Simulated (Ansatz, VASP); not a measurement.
AlAs in VASP and in Ansatz

```
CELL_PARAMETERS angstrom
0.00000 2.83040 2.83040
2.83040 0.00000 2.83040
2.83040 2.83040 0.00000
ATOMIC_POSITIONS crystal
Al 0.00000 0.00000 0.00000
As 0.25000 0.25000 0.25000
```

Alike in both runs: task single point; functional B3LYP; k mesh 4 × 4 × 4; no spin polarisation.

|  | VASP | Ansatz |
| --- | --- | --- |
| version | VASP 6.6.1 | Ansatz 0.2.0 |
| potentials or method | VASP PAW PBE potentials, release 64 (Al, As), cutoff 400 eV | plane waves, PAW |
| occupations | gaussian, width 0.01 eV | fixed |
| valence electrons in the cell | 8 | 18 |

```tsv
	VASP	Ansatz	Ansatz less VASP
gap on the k mesh at the Fermi level (eV)	2.79	2.76	-0.031
```

VASP's potentials were made for PBE, not for B3LYP. VASP's potentials hold 8 valence electrons a cell and Ansatz's 18, so a difference there can come from the potentials and not from the codes.

The k mesh is coarse, so the values compare programs but aren't converged.
